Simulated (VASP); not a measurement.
# AlSn (P-6m2) in VASP: further runs

The runs below take AlSn through relaxation of cell and atoms, single point, with BLYP, r2SCAN, PBEsol, RPBE+D3(BJ).

All numbers are computed with VASP 6.6.1; they aren't measurements. Logs are shortened: lines on timing, memory, paths and dates and some standing lists are left out, and cuts for length are marked.

## Step 1: The cell of the first run

It takes space group P-6m2 (No. 187, hexagonal). Conventional cell: a = 4.198 Å, b = 4.198 Å, c = 3.307 Å, α = 90.00°, β = 90.00°, γ = 120.00°. Within 3.9 Å of Sn (site symmetry -6m2) lie 6 Al at 2.93 Å and 2 Sn at 3.31 Å. Within 3.9 Å of Al (site symmetry -6m2) lie 6 Sn at 2.93 Å and 2 Al at 3.31 Å.

## Step 2: Relaxation of cell and atoms, BLYP

Contents of INCAR:

```
SYSTEM = AlSn
  PREC = Accurate
  ENCUT = 600
  EDIFF = 1E-7
  ISMEAR = -1
  SIGMA = 0.05
  LREAL = .False.
  LASPH = .True.
  NELM = 100
  ALGO = Normal
  ISIF = 3
  LWAVE = .False.
  LCHARG = .False.
  GGA = B5
  ALDAX = 1.0
  AGGAX = 1.0
  AGGAC = 1.0
  ALDAC = 0.0
  IBRION = 2
  NSW = 60
  EDIFFG = -0.01
```

Contents of KPOINTS:

```
regular mesh
0
Gamma
  7 7 8
  0 0 0
```

Contents of POSCAR:

```
AlSn
1.0
    4.1981056157      0.0000000000      0.0000000000
   -2.0990528078      3.6356661109      0.0000000000
    0.0000000000      0.0000000000      3.3068470000
Sn Al
1 1
Direct
    0.3333333333      0.6666666667      0.5000000000
    0.0000000000      0.0000000000      0.0000000000
```

Potentials or basis: VASP PAW PBE potentials, release 64 (Sn_d, Al).

Launch:

```sh
$ cat potpaw_PBE.64/Sn_d/POTCAR potpaw_PBE.64/Al/POTCAR > POTCAR
$ mpirun -np 1 vasp_std > vasp.out
```

OUTCAR:

```text
SYSTEM = AlSn
   PREC = Accurate
   ENCUT = 600
   EDIFF = 1E-7
   ISMEAR = -1
   LREAL = .False.
   LASPH = .True.
   NELM = 100
   ISIF = 3
   GGA = B5
   IBRION = 2
   NSW = 60
   EDIFFG = -0.01

 ion  position               nearest neighbor table
   1  0.333  0.667  0.500-   2 2.93   2 2.93   2 2.93   2 2.93   2 2.93   2 2.93
   2  0.000  0.000  0.000-   1 2.93   1 2.93   1 2.93   1 2.93   1 2.93   1 2.93

  LATTYP: Found a hexagonal cell.
 ALAT       =     4.1981056157
 C/A-ratio  =     0.7876998110

  Lattice vectors:

 A1 = (   4.1981056157,   0.0000000000,   0.0000000000)
 A2 = (  -2.0990528078,   3.6356661109,   0.0000000000)
 A3 = (   0.0000000000,   0.0000000000,   3.3068470000)

Analysis of symmetry for initial positions (statically):
=====================================================================
 Subroutine PRICEL returns:
 Original cell was already a primitive cell.

 Routine SETGRP: Setting up the symmetry group for a
 hexagonal supercell.

 Subroutine GETGRP returns: Found 12 space group operations
 (whereof 12 operations were pure point group operations)
 out of a pool of 24 trial point group operations.

The static configuration has the point symmetry D_3h.

Analysis of symmetry for dynamics (positions and initial velocities):
=====================================================================
 Subroutine PRICEL returns:
 Original cell was already a primitive cell.

 Routine SETGRP: Setting up the symmetry group for a
 hexagonal supercell.

 Subroutine GETGRP returns: Found 12 space group operations
 (whereof 12 operations were pure point group operations)
 out of a pool of 24 trial point group operations.

The dynamic configuration has the point symmetry D_3h.

 Subroutine INISYM returns: Found 12 space group operations
 (whereof 12 operations are pure point group operations),
 and found     1 'primitive' translations

----------------------------------------------------------------------------------------

                                     Primitive cell

  volume of cell :      50.4721

  direct lattice vectors                    reciprocal lattice vectors
     4.198105616  0.000000000  0.000000000     0.238202678  0.137526380  0.000000000
    -2.099052808  3.635666111  0.000000000     0.000000000  0.275052760  0.000000000
     0.000000000  0.000000000  3.306847000     0.000000000  0.000000000  0.302402863

  length of vectors
     4.198105616  4.198105616  3.306847000     0.275052760  0.275052760  0.302402863

  position of ions in fractional coordinates (direct lattice)
     0.333333333  0.666666667  0.500000000
     0.000000000  0.000000000  0.000000000

  ion indices of the primitive-cell ions
   primitive index   ion index
                 1           1
                 2           2

----------------------------------------------------------------------------------------

 KPOINTS: regular mesh

Automatic generation of k-mesh.
 Grid dimensions read from file:
 generate k-points for:    7    7    8

 Generating k-lattice:

  Cartesian coordinates                     Fractional coordinates (reciprocal lattice)
     0.034028954  0.019646626  0.000000000     0.142857143  0.000000000  0.000000000
     0.000000000  0.039293251  0.000000000     0.000000000  0.142857143  0.000000000
     0.000000000  0.000000000  0.037800358     0.000000000  0.000000000  0.125000000

  Length of vectors
     0.039293251  0.039293251  0.037800358

  Shift w.r.t. Gamma in fractional coordinates (k-lattice)
     0.000000000  0.000000000  0.000000000

 Subroutine IBZKPT returns following result:
 ===========================================

 Found     40 irreducible k-points:

 Following reciprocal coordinates:
            Coordinates               Weight
  0.000000  0.000000  0.000000      1.000000
  0.142857  0.000000  0.000000      6.000000
  0.285714  0.000000  0.000000      6.000000
  0.428571  0.000000  0.000000      6.000000
  0.142857  0.142857  0.000000      6.000000
  0.285714  0.142857  0.000000     12.000000
[... 16 lines left out ...]
  0.428571  0.142857  0.250000     12.000000
  0.285714  0.285714  0.250000     12.000000
 [... further k-points ...]
   k-points           NKPTS =     40   k-points in BZ     NKDIM =     40   number of bands    NBANDS=     12
   number of dos      NEDOS =    301   number of ions     NIONS =      2
   total plane-waves  NPLWV =  36288
   dimension x,y,z NGX =    36 NGY =   36 NGZ =   28
   dimension x,y,z NGXF=    72 NGYF=   72 NGZF=   56
   ions per type =               1   1
   NGX,Y,Z   is equivalent  to a cutoff of  14.26, 14.26, 14.08 a.u.
   NGXF,Y,Z  is equivalent  to a cutoff of  28.51, 28.51, 28.15 a.u.
 SYSTEM =  AlSn
   PREC   = accura    normal or accurate (medium, high low for compatibility)
   ISTART =      0    job   : 0-new  1-cont  2-samecut
   ICHARG =      2    charge: 1-file 2-atom 10-const
   ISPIN  =      1    spin polarized calculation?
   LNONCOLLINEAR =      F non collinear calculations
   LSORBIT =      F    spin-orbit coupling
   LASPH  =      T    aspherical Exc in radial PAW
   ENCUT  =  600.0 eV  44.10 Ry    6.64 a.u.   8.38  8.38  6.60*2*pi/ulx,y,z
   NELM   =    100;   NELMIN=  2; NELMDL= -5     # of ELM steps
   EDIFF  = 0.1E-06   stopping-criterion for ELM
   LREAL  =      F    real-space projection
   EDIFFG = -.1E-01   stopping-criterion for IOM
   NSW    =     60    number of steps for IOM
   IBRION =      2    ionic relax: 0-MD 1-quasi-New 2-CG
   NFREE  =      1    steps in history (QN), initial steepest desc. (CG)
   ISIF   =      3    stress and relaxation
   ISYM   =      2    0-nonsym 1-usesym 2-fastsym
   POTIM  = 0.5000    time-step for ionic-motion
   TEBEG  =    0.0;   TEEND  =   0.0 temperature during run
   PSTRESS=    0.0 pullay stress
   NELECT =      17.0000    total number of electrons
   NUPDOWN=      -1.0000    fix difference up-down
   EMIN   =  10.00;   EMAX   =-10.00  energy-range for DOS
   EFERMI =   0.00;   METHOD = LEGACY
   ISMEAR =    -1;   SIGMA  =   0.05  broadening in eV -4-tet -1-fermi 0-gaus
   EFERMI_NEDOS =   21; number of points for ismear=-14 and -15
   IALGO  =     38    algorithm
   IMIX   =      4    mixing-type and parameters
     AMIX     =   0.40;   BMIX     =  1.00
     AMIX_MAG =   1.60;   BMIX_MAG =  1.00
  volume/ion in A,a.u.               =      25.24       170.30
  Fermi-wavevector in a.u.,A,eV,Ry     =   1.139044  2.152482 17.652500  1.297422
  Thomas-Fermi vector in A             =   2.275748
   LORBIT       =      0    0 simple, 1 ext, 2 COOP (PROOUT), +10 PAW based schemes
   GGA     = B5    functional components
   LHFCALC =     F    Hartree Fock is set to
   AEXX    =    0.0000 exact exchange contribution
   IVDW    =     0    specifies the selected vdW correction
   LEPSILON=     F    determine dielectric tensor
   LRPA    =     F    only Hartree local field effects (RPA)
 conjugate gradient relaxation of ions
 non-spin polarized calculation
  energy-cutoff  :      600.00
  volume of cell :       50.47
 maximum number of plane-waves:      1730
 NGX is ok and might be reduce to    36
   NGX = 17   NGY = 17   NGZ = 13

--------------------------------------- Ionic step        1  -------------------------------------------

 number of electron      17.0000000 magnetization

 Free energy of the ion-electron system (eV)
  ---------------------------------------------------
  ext. energy  EPLUGINS =         0.00000000
  ---------------------------------------------------
  free energy    TOTEN  =        -5.56229438 eV

  energy without entropy =       -5.55840853  energy(sigma->0) =       -5.56035146

------------------------ aborting loop because EDIFF is reached ----------------------------------------

  FORCE on cell =-STRESS in cart. coord.  units (eV):
  Direction    XX          YY          ZZ          XY          YZ          ZX
  --------------------------------------------------------------------------------------
  -------------------------------------------------------------------------------------
  Total        1.1175925      1.1175925      1.3134846      0.0000000     -0.0000000      0.0000000
  in kB       35.4766503     35.4766503     41.6950141      0.0000000     -0.0000000      0.0000000
  external PRESSURE =      37.5494382 kB  Pullay stress =       0.0000000 kB
[... 129 lines left out ...]
  energy  without entropy=       -5.6068694716  energy(sigma->0) =       -5.60863739

--------------------------------------- Ionic step        5  -------------------------------------------

 number of electron      16.9999998 magnetization

 Free energy of the ion-electron system (eV)
  ---------------------------------------------------
  ext. energy  EPLUGINS =         0.00000000
  ---------------------------------------------------
  free energy    TOTEN  =        -5.61053724 eV

  energy without entropy =       -5.60664710  energy(sigma->0) =       -5.60859217

 E-fermi :   5.9871     XC(G=0):  -8.6008

 val. band max:        5.9287555302   @ k =   0.2857   0.2857   0.2500
 cond. band min:       6.0216994531   @ k =   0.0000   0.0000   0.1250
 fundamental gap:      0.0929439229
 Fermi energy:         5.9870999638

 k-point     1 :       0.0000    0.0000    0.0000
  band No.  band energies     occupation
      1     -15.2234      2.00000
      2     -15.1345      2.00000
      3     -15.1345      2.00000
      4     -15.1263      2.00000
      5     -15.1263      2.00000
      6      -3.8778      2.00000
      7       5.8098      1.94389
      8       5.8098      1.94389
      9       6.0620      0.36517
     10       8.5108      0.00000
     11       9.1935      0.00000
     12       9.1935      0.00000
[... 331 lines left out ...]
 k-point    24 :       0.2857    0.2857    0.2500
  band No.  band energies     occupation
      1     -15.1569      2.00000
      2     -15.1547      2.00000
      3     -15.1460      2.00000
      4     -15.1277      2.00000
      5     -15.1218      2.00000
      6      -1.2841      2.00000
      7       1.0090      2.00000
      8       3.6317      2.00000
      9       5.9288      1.52516
     10       7.4291      0.00000
     11      10.2142      0.00000
     12      11.3189      0.00000

 [... further k-points ...]

------------------------ aborting loop because EDIFF is reached ----------------------------------------

  FORCE on cell =-STRESS in cart. coord.  units (eV):
  Direction    XX          YY          ZZ          XY          YZ          ZX
  --------------------------------------------------------------------------------------
  -------------------------------------------------------------------------------------
  Total        0.0149359      0.0149359     -0.0026420      0.0000000      0.0000000      0.0000000
  in kB        0.4357751      0.4357751     -0.0770837      0.0000000      0.0000000      0.0000000
  external PRESSURE =       0.2648221 kB  Pullay stress =       0.0000000 kB
[... 17 lines left out ...]
  FREE ENERGIE OF THE ION-ELECTRON SYSTEM (eV)
  ---------------------------------------------------
  free  energy   TOTEN  =        -5.6105372443 eV

  energy  without entropy=       -5.6066470966  energy(sigma->0) =       -5.60859217

 reached required accuracy - stopping structural energy minimisation
```

Wall time 3.9 min (1 thread of AMD EPYC 7R43 (Zen 3), shared host); peak memory 0.17 GiB.

Results:

```
Free energy                            : -5.6105 eV
Relaxed volume                         : 27.46 Å³/atom
Relaxed cell                           : a = 4.326 Å, b = 4.326 Å, c = 3.388 Å, α = 90.00°, β = 90.00°, γ = 120.00°
Space group after relaxing (to 0.05 Å) : P-6m2 (No. 187)
Energy gained by relaxing              : 24.1 meV/atom
Ionic steps                            : 5
Pressure after relaxing                : 0.0 GPa
```

Step by step:
| step | energy change (eV) | largest force (eV/Å) | pressure (GPa) | volume (Å³) |
| --- | --- | --- | --- | --- |
| 1 | 0.0000 | 0.0000 | 3.75 | 50.47 |
| 2 | -0.0472 | 0.0000 | -0.07 | 54.92 |
| 3 | -0.0473 | 0.0000 | 0.03 | 54.77 |
| 4 | -0.0481 | 0.0000 | 0.02 | 54.86 |
| 5 | -0.0482 | 0.0000 | 0.03 | 54.91 |

Final structure:
```cif
data_structure
_symmetry_space_group_name_H-M 'P 1'
_symmetry_Int_Tables_number 1
_cell_length_a 4.3259
_cell_length_b 4.3259
_cell_length_c 3.3884
_cell_angle_alpha 90.000
_cell_angle_beta 90.000
_cell_angle_gamma 120.000
_cell_volume 54.91
loop_
_atom_site_label
_atom_site_type_symbol
_atom_site_fract_x
_atom_site_fract_y
_atom_site_fract_z
_atom_site_occupancy
Sn1 Sn 0.33333 0.66667 0.50000 1
Al1 Al 0.00000 0.00000 0.00000 1
```

Caveat: the PAW data sets were made with another functional, which shifts forces and pressure a little; spin-orbit coupling is left out, which moves the levels of the heavy elements.

## Step 3: Relaxation of cell and atoms, r2SCAN

POSCAR is that of step 2.

Contents of INCAR.step1:

```
SYSTEM = AlSn
PREC = Accurate
ENCUT = 600
ISMEAR = -1
SIGMA = 0.05
LREAL = .FALSE.
LASPH = .TRUE.
NELM = 80
GGA = PE
ALGO = Normal
EDIFF = 1E-4
LWAVE = .TRUE.
LCHARG = .FALSE.
```

Contents of INCAR.step2:

```
SYSTEM = AlSn
PREC = Accurate
ENCUT = 600
EDIFF = 1E-6
ISMEAR = -1
SIGMA = 0.05
LREAL = .FALSE.
LASPH = .TRUE.
NELM = 80
ALGO = Normal
ISIF = 3
LWAVE = .FALSE.
LCHARG = .FALSE.
METAGGA = R2SCAN
LMIXTAU = .TRUE.
IBRION = 2
NSW = 60
EDIFFG = -0.01
ISTART = 1
```

Contents of KPOINTS:

```
Automatic mesh
0
G
  7 7 8
  0 0 0
```

Potentials or basis: VASP PAW PBE potentials, release 64 (Sn_d, Al).

Launch:

```sh
$ cat potpaw_PBE.64/Sn_d/POTCAR potpaw_PBE.64/Al/POTCAR > POTCAR
$ cp INCAR.step1 INCAR
$ mpirun -np 1 vasp_std > vasp.out
$ cp INCAR.step2 INCAR
$ mpirun -np 1 vasp_std > vasp.out
```

It took 7.1 min on 1 thread of AMD EPYC 7R43 (Zen 3), shared host; peak memory 0.19 GiB.

Results (log left out):

* Free energy: -30.9653 eV
* Relaxed volume: 24.69 Å³/atom
* Relaxed cell: a = 4.178 Å, b = 4.178 Å, c = 3.267 Å, α = 90.00°, β = 90.00°, γ = 120.00°
* Space group after relaxing (to 0.05 Å): P-6m2 (No. 187)
* Energy gained by relaxing: 2.3 meV/atom
* Ionic steps: 5
* Pressure after relaxing: 0.0 GPa

Stress tensor (GPa, compression positive):
```
 0.06  0.00  0.00
 0.00  0.06  0.00
 0.00  0.00 -0.03
```

Step by step:
| step | energy change (eV) | largest force (eV/Å) | pressure (GPa) | volume (Å³) |
| --- | --- | --- | --- | --- |
| 1 | 0.0000 | 0.0000 | -1.18 | 50.47 |
| 2 | -0.0043 | 0.0000 | 0.34 | 49.13 |
| 3 | -0.0046 | 0.0000 | 0.01 | 49.38 |
| 4 | -0.0046 | 0.0000 | 0.06 | 49.36 |
| 5 | -0.0046 | 0.0000 | 0.03 | 49.39 |

Final structure:
```
CELL_PARAMETERS angstrom
4.17768 0.00000 0.00000
-2.08884 3.61797 0.00000
0.00000 0.00000 3.26735
ATOMIC_POSITIONS crystal
Sn 0.33333 0.66667 0.50000
Al 0.00000 0.00000 0.00000
```

Levels at points of the mesh, in eV from the Fermi level:
| k point | band 6 | band 7 | band 8 | band 9 | band 10 | band 11 |
| --- | --- | --- | --- | --- | --- | --- |
| (0.00, 0.00, 0.00) | -11.20 | -0.40 | -0.40 | 1.06 | 2.94 | 3.24 |
| (0.00, 0.00, 0.50) | -7.85 | -6.66 | 2.84 | 2.84 | 3.79 | 3.79 |

Caveat: the PAW data sets were made with another functional, which shifts forces and pressure a little; spin-orbit coupling is left out, which moves the levels of the heavy elements.

## Step 4: Single point, PBEsol, non-collinear spin, zero start, spin-orbit coupling

Contents of INCAR:

```
SYSTEM = AlSn
PREC = Accurate ; ENCUT = 520
EDIFF = 1E-6 ; ISMEAR = -1
SIGMA = 0.05 ; LREAL = .False.
LASPH = .True. ; NELM = 150
ALGO = Fast ; ISIF = 2
LWAVE = .False. ; LCHARG = .True.
MAGMOM = 0 0 0 0 0 0 ; LORBIT = 11
LSORBIT = .True. ; GGA_COMPAT = .False.
LORBMOM = .True. ; GGA = PS
LVHAR = .True. ; NBANDS = 29
```

Contents of KPOINTS:

```
regular mesh
0
Gamma
  7 7 8
  0 0 0
```

POSCAR is that of step 3.

Launch:

```sh
$ cat potpaw_PBE.64/Sn_d/POTCAR potpaw_PBE.64/Al/POTCAR > POTCAR
$ mpirun -np 1 vasp_ncl > vasp.out
```

It took 2.9 min on 1 thread of AMD EPYC 7R43 (Zen 3), shared host; peak memory 0.32 GiB.

Results (log left out):

```yaml
Free_energy: -8.0215 eV
Pressure: -1.8 GPa
Net_moment: 0.00 μB per cell
Valence_electrons_inside_the_program's_atomic_spheres: Sn 12.29; Al 0.75
```

Stress tensor (GPa, compression positive):
```
-1.93  0.00  0.00
 0.00 -1.93  0.00
 0.00  0.00 -1.65
```

Moments on the atoms (μB; x, y, z):
```
Sn  0.00 0.00 0.00
Al  0.00 0.00 0.00
```

Caveat: the PAW data sets were made with another functional, which shifts forces and pressure a little.

(Continued in part 2 of 2.)
